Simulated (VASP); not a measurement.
# Cd (Pm-3m) in VASP: further runs

Cd is run at these levels: PBE; tasks: single point, relaxation of cell and atoms.

Everything below comes from runs of VASP 6.6.1. Logs are shortened: lines on timing, memory, paths and dates and some standing lists are left out, and cuts for length are marked.

### 1 The cell of the first run

It takes space group Pm-3m (No. 221, cubic). The conventional cell has a = 2.997 Å, b = 2.997 Å, c = 2.997 Å, α = 90.00°, β = 90.00°, γ = 90.00°. Within 3.9 Å of Cd (site symmetry m-3m) lie 6 Cd at 3.00 Å.

### 2 Single point, PBE

INCAR reads:

```
SYSTEM = Cd
PREC     = Accurate       ! precision mode
ENCUT    = 520            ! plane-wave cutoff, eV
EDIFF    = 1E-7           ! SCF threshold, eV
ISMEAR   = -1             ! smearing method
SIGMA    = 0.05           ! smearing width, eV
LREAL    = .FALSE.        ! projectors in reciprocal space
LASPH    = .TRUE.         ! aspherical terms in the spheres
NELM     = 80             ! most SCF steps
ALGO     = Normal         ! electronic algorithm
ISIF     = 2              ! what is computed and relaxed
LWAVE    = .FALSE.        ! write WAVECAR
LCHARG   = .FALSE.        ! write CHGCAR
GGA      = PE             ! functional
NBANDS   = 12             ! bands
```

KPOINTS reads:

```
Automatic mesh
0
G
  14 14 14
  0 0 0
```

POSCAR reads:

```
Cd
1.0
    2.9967017998      0.0000000000      0.0000000000
    0.0000000000      2.9967017998      0.0000000000
    0.0000000000      0.0000000000      2.9967017998
Cd
1
Direct
    0.0000000000      0.0000000000      0.0000000000
```

Potentials or basis: VASP PAW PBE potentials, release 64 (Cd).

Launch:

```sh
$ cat potpaw_PBE.64/Cd/POTCAR > POTCAR
$ mpirun -np 1 vasp_std > vasp.out
```

OUTCAR:

```text
SYSTEM = Cd
   PREC = Accurate
   ENCUT = 520
   EDIFF = 1E-7
   ISMEAR = -1
   LREAL = .FALSE.
   LASPH = .TRUE.
   NELM = 80
   ISIF = 2
   GGA = PE

 ion  position               nearest neighbor table
   1  0.000  0.000  0.000-

  LATTYP: Found a simple cubic cell.
 ALAT       =     2.9967017998

  Lattice vectors:

 A1 = (   2.9967017998,   0.0000000000,   0.0000000000)
 A2 = (   0.0000000000,   2.9967017998,   0.0000000000)
 A3 = (   0.0000000000,   0.0000000000,   2.9967017998)

Analysis of symmetry for initial positions (statically):
=====================================================================
 Subroutine PRICEL returns:
 Original cell was already a primitive cell.

 Routine SETGRP: Setting up the symmetry group for a
 simple cubic supercell.

 Subroutine GETGRP returns: Found 48 space group operations
 (whereof 48 operations were pure point group operations)
 out of a pool of 48 trial point group operations.

The static configuration has the point symmetry O_h .

Analysis of symmetry for dynamics (positions and initial velocities):
=====================================================================
 Subroutine PRICEL returns:
 Original cell was already a primitive cell.

 Routine SETGRP: Setting up the symmetry group for a
 simple cubic supercell.

 Subroutine GETGRP returns: Found 48 space group operations
 (whereof 48 operations were pure point group operations)
 out of a pool of 48 trial point group operations.

The dynamic configuration has the point symmetry O_h .

 Subroutine INISYM returns: Found 48 space group operations
 (whereof 48 operations are pure point group operations),
 and found     1 'primitive' translations

----------------------------------------------------------------------------------------

                                     Primitive cell

  volume of cell :      26.9110

  direct lattice vectors                    reciprocal lattice vectors
     2.996701800  0.000000000  0.000000000     0.333700203  0.000000000  0.000000000
     0.000000000  2.996701800  0.000000000     0.000000000  0.333700203  0.000000000
     0.000000000  0.000000000  2.996701800     0.000000000  0.000000000  0.333700203

  length of vectors
     2.996701800  2.996701800  2.996701800     0.333700203  0.333700203  0.333700203

  position of ions in fractional coordinates (direct lattice)
     0.000000000  0.000000000  0.000000000

  ion indices of the primitive-cell ions
   primitive index   ion index
                 1           1

----------------------------------------------------------------------------------------

 KPOINTS: Automatic mesh

Automatic generation of k-mesh.
 Grid dimensions read from file:
 generate k-points for:   14   14   14

 Generating k-lattice:

  Cartesian coordinates                     Fractional coordinates (reciprocal lattice)
     0.023835729  0.000000000  0.000000000     0.071428571  0.000000000  0.000000000
     0.000000000  0.023835729  0.000000000     0.000000000  0.071428571  0.000000000
     0.000000000  0.000000000  0.023835729     0.000000000  0.000000000  0.071428571

  Length of vectors
     0.023835729  0.023835729  0.023835729

  Shift w.r.t. Gamma in fractional coordinates (k-lattice)
     0.000000000  0.000000000  0.000000000

 Subroutine IBZKPT returns following result:
 ===========================================

 Found    120 irreducible k-points:

 Following reciprocal coordinates:
            Coordinates               Weight
  0.000000  0.000000  0.000000      1.000000
  0.071429  0.000000  0.000000      6.000000
  0.142857  0.000000  0.000000      6.000000
  0.214286  0.000000  0.000000      6.000000
  0.285714  0.000000  0.000000      6.000000
  0.357143  0.000000  0.000000      6.000000
[... 16 lines left out ...]
  0.285714  0.214286  0.000000     24.000000
  0.357143  0.214286  0.000000     24.000000
 [... further k-points ...]
   k-points           NKPTS =    120   k-points in BZ     NKDIM =    120   number of bands    NBANDS=     12
   number of dos      NEDOS =    301   number of ions     NIONS =      1
   total plane-waves  NPLWV =  13824
   dimension x,y,z NGX =    24 NGY =   24 NGZ =   24
   dimension x,y,z NGXF=    48 NGYF=   48 NGZF=   48
   ions per type =               1
   NGX,Y,Z   is equivalent  to a cutoff of  13.31, 13.31, 13.31 a.u.
   NGXF,Y,Z  is equivalent  to a cutoff of  26.63, 26.63, 26.63 a.u.
 SYSTEM =  Cd
   PREC   = accura    normal or accurate (medium, high low for compatibility)
   ISTART =      0    job   : 0-new  1-cont  2-samecut
   ICHARG =      2    charge: 1-file 2-atom 10-const
   ISPIN  =      1    spin polarized calculation?
   LNONCOLLINEAR =      F non collinear calculations
   LSORBIT =      F    spin-orbit coupling
   LASPH  =      T    aspherical Exc in radial PAW
   ENCUT  =  520.0 eV  38.22 Ry    6.18 a.u.   5.57  5.57  5.57*2*pi/ulx,y,z
   NELM   =     80;   NELMIN=  2; NELMDL= -5     # of ELM steps
   EDIFF  = 0.1E-06   stopping-criterion for ELM
   LREAL  =      F    real-space projection
   EDIFFG = 0.1E-05   stopping-criterion for IOM
   NSW    =      0    number of steps for IOM
   IBRION =     -1    ionic relax: 0-MD 1-quasi-New 2-CG
   NFREE  =      0    steps in history (QN), initial steepest desc. (CG)
   ISIF   =      2    stress and relaxation
   ISYM   =      2    0-nonsym 1-usesym 2-fastsym
   POTIM  = 0.5000    time-step for ionic-motion
   TEBEG  =    0.0;   TEEND  =   0.0 temperature during run
   PSTRESS=    0.0 pullay stress
   NELECT =      12.0000    total number of electrons
   NUPDOWN=      -1.0000    fix difference up-down
   EMIN   =  10.00;   EMAX   =-10.00  energy-range for DOS
   EFERMI =   0.00;   METHOD = LEGACY
   ISMEAR =    -1;   SIGMA  =   0.05  broadening in eV -4-tet -1-fermi 0-gaus
   EFERMI_NEDOS =   21; number of points for ismear=-14 and -15
   IALGO  =     38    algorithm
   IMIX   =      4    mixing-type and parameters
     AMIX     =   0.40;   BMIX     =  1.00
     AMIX_MAG =   1.60;   BMIX_MAG =  1.00
  volume/ion in A,a.u.               =      26.91       181.60
  Fermi-wavevector in a.u.,A,eV,Ry     =   1.250715  2.363509 21.283433  1.564288
  Thomas-Fermi vector in A             =   2.384696
   LORBIT       =      0    0 simple, 1 ext, 2 COOP (PROOUT), +10 PAW based schemes
   GGA     = PE    functional components
   LHFCALC =     F    Hartree Fock is set to
   AEXX    =    0.0000 exact exchange contribution
   IVDW    =     0    specifies the selected vdW correction
   LEPSILON=     F    determine dielectric tensor
   LRPA    =     F    only Hartree local field effects (RPA)
 non-spin polarized calculation
  energy-cutoff  :      520.00
  volume of cell :       26.91
 maximum number of plane-waves:       740
 NGX is ok and might be reduce to    24
   NGX = 11   NGY = 11   NGZ = 11

 number of electron      12.0000011 magnetization

 Free energy of the ion-electron system (eV)
  ---------------------------------------------------
  ext. energy  EPLUGINS =         0.00000000
  ---------------------------------------------------
  free energy    TOTEN  =        -0.62475796 eV

  energy without entropy =       -0.62150946  energy(sigma->0) =       -0.62313371

 E-fermi :   1.4008     XC(G=0):  -9.8313

 val. band max:        1.3860442564   @ k =   0.4286   0.1429   0.1429
 cond. band min:       1.4501216256   @ k =   0.5000   0.2857   0.1429
 fundamental gap:      0.0640773692
 Fermi energy:         1.4008210907

 k-point     1 :       0.0000    0.0000    0.0000
  band No.  band energies     occupation
      1      -8.0199      2.00000
      2      -8.0199      2.00000
      3      -6.7208      2.00000
      4      -6.7208      2.00000
      5      -6.7208      2.00000
      6      -5.9759      2.00000
      7      11.1575      0.00000
      8      11.1575      0.00000
      9      11.1575      0.00000
     10      14.6124      0.00000
     11      14.6124      0.00000
     12      15.3840      0.00000

 k-point     2 :       0.0714    0.0000    0.0000
  band No.  band energies     occupation
      1      -8.0146      2.00000
      2      -7.9813      2.00000
      3      -6.7406      2.00000
      4      -6.7406      2.00000
      5      -6.7191      2.00000
      6      -5.8827      2.00000
      7       9.9962      0.00000
      8      11.2742      0.00000
      9      11.2742      0.00000
     10      14.6491      0.00000
     11      15.0497      0.00000
     12      16.2759      0.00000

 k-point     3 :       0.1429    0.0000    0.0000
  band No.  band energies     occupation
      1      -7.9997      2.00000
      2      -7.8778      2.00000
      3      -6.7957      2.00000
      4      -6.7957      2.00000
      5      -6.7145      2.00000
      6      -5.5954      2.00000
      7       8.0191      0.00000
      8      11.6170      0.00000
      9      11.6170      0.00000
     10      14.7591      0.00000
     11      15.2368      0.00000
     12      18.5629      0.00000
[... 286 lines left out ...]
 k-point    23 :       0.2857    0.2143    0.0000
  band No.  band energies     occupation
      1      -7.7941      2.00000
      2      -7.3247      2.00000
      3      -7.2181      2.00000
      4      -6.9407      2.00000
      5      -6.8460      2.00000
      6      -3.5445      2.00000
      7       4.8413      0.00000
      8       7.6094      0.00000
      9      13.9152      0.00000
     10      15.0771      0.00000
     11      15.9493      0.00000
     12      21.4638      0.00000

 k-point    24 :       0.3571    0.2143    0.0000
  band No.  band energies     occupation
      1      -7.7639      2.00000
      2      -7.3168      2.00000
      3      -7.1781      2.00000
      4      -7.0137      2.00000
      5      -6.8376      2.00000
      6      -2.6433      2.00000
      7       3.0711      0.00000
      8       8.3742      0.00000
      9      13.5326      0.00000
     10      14.7677      0.00000
     11      16.3378      0.00000
     12      20.4906      0.00000

 [... further k-points ...]

------------------------ aborting loop because EDIFF is reached ----------------------------------------

  FORCE on cell =-STRESS in cart. coord.  units (eV):
  Direction    XX          YY          ZZ          XY          YZ          ZX
  --------------------------------------------------------------------------------------
  -------------------------------------------------------------------------------------
  Total        0.0367229      0.0367229      0.0367229      0.0000000     -0.0000000      0.0000000
  in kB        2.1863344      2.1863344      2.1863344      0.0000000     -0.0000000      0.0000000
  external PRESSURE =       2.1863344 kB  Pullay stress =       0.0000000 kB

 VOLUME and BASIS-vectors are now :
 -----------------------------------------------------------------------------
  energy-cutoff  :      520.00
  volume of cell :       26.91
      direct lattice vectors                 reciprocal lattice vectors
     2.996701800  0.000000000  0.000000000     0.333700203  0.000000000  0.000000000
     0.000000000  2.996701800  0.000000000     0.000000000  0.333700203  0.000000000
     0.000000000  0.000000000  2.996701800     0.000000000  0.000000000  0.333700203

 POSITION                                       TOTAL-FORCE (eV/Angst)
 -----------------------------------------------------------------------------------
      0.00000      0.00000      0.00000         0.000000      0.000000      0.000000
 -----------------------------------------------------------------------------------
    total drift:                                0.000000     -0.000000      0.000000

  FREE ENERGIE OF THE ION-ELECTRON SYSTEM (eV)
  ---------------------------------------------------
  free  energy   TOTEN  =        -0.6247579580 eV

  energy  without entropy=       -0.6215094571  energy(sigma->0) =       -0.62313371
```

Run time: 16 s. Hardware: 1 thread of Intel Xeon Platinum 8259CL at 2.50GHz (Skylake/Cascade Lake), shared host; peak memory 0.16 GiB.

What came out:

| Property | Result |
| --- | --- |
| Free energy | -0.6248 eV |
| Pressure | 0.2 GPa |
| Band gap on the k mesh | zero (band 6 reaches 5.89 eV, above the bottom of band 7 at -0.59 eV) |

Levels at points of the mesh, in eV from the Fermi level:
```
           k point  band 3  band 4  band 5  band 6  band 7  band 8  band 9  band 10
(0.00, 0.00, 0.00)   -8.12   -8.12   -8.12   -7.38    9.76    9.76    9.76    13.21
(0.50, 0.00, 0.00)   -8.51   -8.51   -8.09   -2.68   -1.99   13.47   13.47    14.51
(0.50, 0.50, 0.00)   -8.45   -8.45   -7.77    1.24    1.24    1.71    5.67    17.83
(0.50, 0.50, 0.50)   -9.05   -7.74   -7.74    4.49    4.49    4.49    7.01     8.46
```

### 3 Relaxation of cell and atoms, PBE

This run uses another cell than the first one, of 24.95 Å³/atom, 0.927 times its volume.

INCAR reads:

```
PREC = Accurate
ENCUT = 600
EDIFF = 1E-6
ISMEAR = -1
SIGMA = 0.05
LREAL = F
LASPH = T
NELM = 60
ALGO = Normal
ISIF = 3
LWAVE = F
LCHARG = F
GGA = PE
IBRION = 2
NSW = 60
EDIFFG = -0.005
```

KPOINTS reads:

```
regular mesh
0
Gamma
  14 14 14
```

POSCAR reads:

```
Cd
1.0
    2.9222419762      0.0000000000      0.0000000000
    0.0000000000      2.9222419762      0.0000000000
    0.0000000000      0.0000000000      2.9222419762
Cd
1
Direct
    0.0000000000      0.0000000000      0.0000000000
```

Potentials or basis: VASP PAW PBE potentials, release 64 (Cd).

Launch:

```sh
$ cat potpaw_PBE.64/Cd/POTCAR > POTCAR
$ mpirun -np 1 vasp_std > vasp.out
```

Run time: 57 s. Hardware: 1 thread of Intel Xeon Platinum 8259CL at 2.50GHz (Skylake/Cascade Lake), shared host; peak memory 0.17 GiB.

The run converged. Its results:

| Property | Result |
| --- | --- |
| Free energy | -0.6234 eV |
| Relaxed volume | 27.03 Å³/atom |
| Relaxed cell | a = 3.001 Å, b = 3.001 Å, c = 3.001 Å, α = 90.00°, β = 90.00°, γ = 90.00° |
| Space group after relaxing (to 0.05 Å) | Pm-3m (No. 221) |
| Energy gained by relaxing | 18.1 meV/atom |
| Ionic steps | 7 |
| Pressure after relaxing | 0.0 GPa |
| Band gap on the k mesh | zero (band 6 reaches 5.85 eV, above the bottom of band 7 at -0.59 eV) |

The path:
```tsv
step	energy change (eV)	largest force (eV/Å)	pressure (GPa)	volume (Å³)
1	0.0000	0.0000	3.04	24.95
2	-0.0176	0.0000	0.39	26.70
3	-0.0181	0.0000	0.04	27.06
4	-0.0181	0.0000	-0.05	27.10
5	-0.0181	0.0000	-0.04	27.06
6	-0.0180	0.0000	0.09	26.97
7	-0.0181	0.0000	0.02	27.03
```

Final structure:
```
Cd
1.0
     3.00128    0.00000    0.00000
     0.00000    3.00128    0.00000
     0.00000    0.00000    3.00128
Cd
1
Direct
  0.00000 0.00000 0.00000
```

Levels at points of the mesh, in eV from the Fermi level:
```tsv
k point	band 3	band 4	band 5	band 6	band 7	band 8	band 9	band 10
(0.00, 0.00, 0.00)	-8.12	-8.12	-8.12	-7.35	9.73	9.73	9.73	13.17
(0.50, 0.00, 0.00)	-8.50	-8.50	-8.09	-2.68	-1.97	13.43	13.43	14.49
(0.50, 0.50, 0.00)	-8.44	-8.44	-7.77	1.24	1.24	1.69	5.66	17.79
(0.50, 0.50, 0.50)	-9.04	-7.75	-7.75	4.48	4.48	4.48	6.96	8.46
```

### 4 Relaxation of cell and atoms, PBE

INCAR reads:

```
ALGO     = Normal         # electronic algorithm
EDIFF    = 1E-6           # SCF threshold, eV
EDIFFG   = -0.005         # ionic threshold
ENCUT    = 600            # plane-wave cutoff, eV
GGA      = PE             # functional
IBRION   = 2              # ionic algorithm
ISIF     = 3              # what is computed and relaxed
ISMEAR   = -1             # smearing method
LASPH    = T              # aspherical terms in the spheres
LCHARG   = F              # write CHGCAR
LREAL    = F              # projectors in reciprocal space
LWAVE    = F              # write WAVECAR
NELM     = 60             # most SCF steps
NSW      = 45             # ionic steps
PREC     = Accurate       # precision mode
SIGMA    = 0.05           # smearing width, eV
```

KPOINTS reads:

```
k-points
0
Gamma
  14 14 14
```

POSCAR reads:

```
Cd
1.0
    2.9967017998      0.0000000000      0.0000000000
    0.0000000000      2.9967017998      0.0000000000
    0.0000000000      0.0000000000      2.9967017998
Cd
1
Direct
    0.0000000000      0.0000000000      0.0000000000
```

Launch:

```sh
$ cat potpaw_PBE.64/Cd/POTCAR > POTCAR
$ mpirun -np 1 vasp_std > vasp.out
```

It took 29 s on 1 thread of Intel Xeon Platinum 8259CL at 2.50GHz (Skylake/Cascade Lake), shared host; peak memory 0.17 GiB.

It converged, with:

```
Free energy                            : -0.6244 eV
Relaxed volume                         : 27.03 Å³/atom
Relaxed cell                           : a = 3.001 Å, b = 3.001 Å, c = 3.001 Å, α = 90.00°, β = 90.00°, γ = 90.00°
Space group after relaxing (to 0.05 Å) : Pm-3m (No. 221)
Energy gained by relaxing              : 0.0 meV/atom
Ionic steps                            : 3
Pressure after relaxing                : 0.0 GPa
Band gap on the k mesh                 : zero (band 6 reaches 5.85 eV, above the bottom of band 7 at -0.59 eV)
```

Final structure:
```
Cd
1.0
     3.00123    0.00000    0.00000
     0.00000    3.00123    0.00000
     0.00000    0.00000    3.00123
Cd
1
Cartesian
  0.0000 0.0000 0.0000
```

Levels at points of the mesh, in eV from the Fermi level:
| k point | band 4 | band 5 | band 6 | band 7 | band 8 | band 9 |
| --- | --- | --- | --- | --- | --- | --- |
| (0.00, 0.00, 0.00) | -8.12 | -8.12 | -7.35 | 9.73 | 9.73 | 9.73 |
| (0.50, 0.00, 0.00) | -8.50 | -8.09 | -2.68 | -1.97 | 13.43 | 13.43 |
| (0.50, 0.50, 0.00) | -8.44 | -7.77 | 1.24 | 1.24 | 1.69 | 5.66 |
| (0.50, 0.50, 0.50) | -7.75 | -7.75 | 4.48 | 4.48 | 4.48 | 6.96 |

### 5 Overview

| task | cell | cutoff (eV) | gap on the mesh (eV) | pressure (GPa) | relaxed volume (Å³/atom) |
| --- | --- | --- | --- | --- | --- |
| single point | a = 2.997 Å, 1 atom | 520 | none | 0.2 | - |
| relaxation of cell and atoms | relaxed from a = 2.922 Å, 1 atom | 600 | none | 0.0 | 27.03 |
| relaxation of cell and atoms | relaxed from a = 2.997 Å, 1 atom | 600 | none | 0.0 | 27.03 |

Alike in all rows: level PBE; potentials or basis VASP PAW PBE potentials, release 64 (Cd); no spin polarisation; k mesh 14 × 14 × 14; smearing fermi-dirac 0.05 eV.

Absolute energies hang on the potentials; compare differences alone.
